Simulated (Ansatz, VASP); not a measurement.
# One calculation of Ge, two programs

INCAR

```
PREC     = Accurate       # precision mode
ENCUT    = 520            # plane-wave cutoff, eV
EDIFF    = 1E-6           # SCF threshold, eV
ISMEAR   = 0              # smearing method
SIGMA    = 0.15           # smearing width, eV
LREAL    = F              # projectors in reciprocal space
LASPH    = T              # aspherical terms in the spheres
NELM     = 60             # most SCF steps
ALGO     = Normal         # electronic algorithm
ISIF     = 2              # what is computed and relaxed
LWAVE    = F              # write WAVECAR
LCHARG   = F              # write CHGCAR
NBANDS   = 21             # bands
```

File KPOINTS:

```
Automatic mesh
0
Gamma
  16 16 16
```

File POSCAR:

```
Ge
1.0
    0.0000000000      2.8109115346      2.8109115346
    2.8109115346      0.0000000000      2.8109115346
    2.8109115346      2.8109115346      0.0000000000
Ge
2
Direct
    0.5000000000      0.5000000000      0.5000000000
    0.7500000000      0.7500000000      0.7500000000
```

Input for Ansatz:

```yaml
crystal:
  lattice:
    - [0.0, 2.8109115346, 2.8109115346]
    - [2.8109115346, 0.0, 2.8109115346]
    - [2.8109115346, 2.8109115346, 0.0]
  atoms:
    - { symbol: Ge, position: [0.5, 0.5, 0.5] }
    - { symbol: Ge, position: [0.75, 0.75, 0.75] }
basis:
  ecutwfc: 420
kpoints:
  mp_grid: { grid: [16, 16, 16] }
hamiltonian:
  xc: lda
scf:
  occupations: { method: gaussian, width: 0.15 }
output:
  forces: true
  stress: true
  eigenvalues: true
  write_density: true
  write_potential: true
  elf: true
  volumetric_format: npy
```

Alike in both runs: task single point; functional LDA; k mesh 16 × 16 × 16; occupations gaussian, width 0.15 eV; no spin polarisation.

|  | VASP | Ansatz |
| --- | --- | --- |
| version | VASP 6.6.1 | Ansatz 0.2.0 |
| potentials or method | VASP PAW LDA potentials, release 64 (Ge_d), cutoff 520 eV | scalar-relativistic, plane waves, PAW |
| valence electrons in the cell | 28 | 28 |

```csv
,VASP,Ansatz,Ansatz less VASP
gap on the k mesh at the Fermi level (eV),none,none,-
pressure (GPa),0.3,0.0,-0.23
```

LDA's correlation is that of Perdew and Zunger in VASP and of Perdew and Wang (1992) in Ansatz. A gap of «none» marks a metal or a gap that the smearing closes.
